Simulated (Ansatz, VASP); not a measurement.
# CaLa3: VASP beside Ansatz

File INCAR:

```
ALGO = Fast ; EDIFF = 1E-6
EDIFFG = -0.04 ; ENCUT = 600
GGA = PE ; IBRION = 2
ISIF = 3 ; ISMEAR = 0
LASPH = True ; LCHARG = False
LREAL = False ; LWAVE = False
NELM = 60 ; NSW = 90
PREC = Accurate ; SIGMA = 0.1
```

The input KPOINTS:

```
k-points
0
Gamma
  4 4 4
```

The input POSCAR:

```
CaLa3
1.0
    4.5955398700      0.0000000000      0.0000000000
    0.0000000000      4.5955398700      0.0000000000
    0.0000000000      0.0000000000      4.5955398700
Ca La
1 3
Direct
    0.0000000000      0.0000000000      0.0000000000
    0.0000000000      0.5000000000      0.5000000000
    0.5000000000      0.0000000000      0.5000000000
    0.5000000000      0.5000000000      0.0000000000
```

Input for Ansatz:

```yaml
crystal:
  lattice:
    - [4.59553987, 0.0, 0.0]
    - [0.0, 4.59553987, 0.0]
    - [0.0, 0.0, 4.59553987]
  atoms:
    - { symbol: Ca, position: [0.0, 0.0, 0.0] }
    - { symbol: La, position: [0.0, 0.5, 0.5] }
    - { symbol: La, position: [0.5, 0.0, 0.5] }
    - { symbol: La, position: [0.5, 0.5, 0.0] }
basis:
  ecutwfc: 420
kpoints:
  mp_grid: { grid: [4, 4, 4] }
hamiltonian:
  xc: pbe
scf:
  occupations: { method: gaussian, width: 0.1 }
  lower_state_search: "off"
output:
  forces: true
  stress: true
  eigenvalues: true
relax:
  adjacent_minimum: "off"
  f_tol: 0.04
  max_steps: 70
  cell: { stress_tol: 0.4 }
```

Change from the starting cell: species swapped into the GdTl3 type (Pm-3m, No. 221).

Alike in both runs: task relaxation of cell and atoms; functional PBE; k mesh 4 × 4 × 4; occupations gaussian, width 0.1 eV; no spin polarisation.

|  | VASP | Ansatz |
| --- | --- | --- |
| version | VASP 6.6.1 | Ansatz 0.2.0 |
| potentials or method | VASP PAW PBE potentials, release 64 (Ca_sv, La), cutoff 600 eV | scalar-relativistic, plane waves, PAW |
| valence electrons in the cell | 43 | 43 |

Ansatz gave:

```
gap on the k mesh at the Fermi level, each at its own relaxed structure (eV) : none
relaxed volume (Å³/atom)                                                     : 37.52
relaxed cell length with the largest relative difference (Å)                 : 5.314
```

**Question.** Estimate VASP's values.

**Answer.** gap on the k mesh at the Fermi level, each at its own relaxed structure (eV): none; relaxed volume (Å³/atom): 37.76; relaxed cell length with the largest relative difference (Å): 5.326.

A gap of «none» marks a metal or a gap that the smearing closes.

Neither program's run includes spin-orbit coupling. Noted on VASP's run: the volume moved by over 15 % at a fixed basis, so the end points are rough.
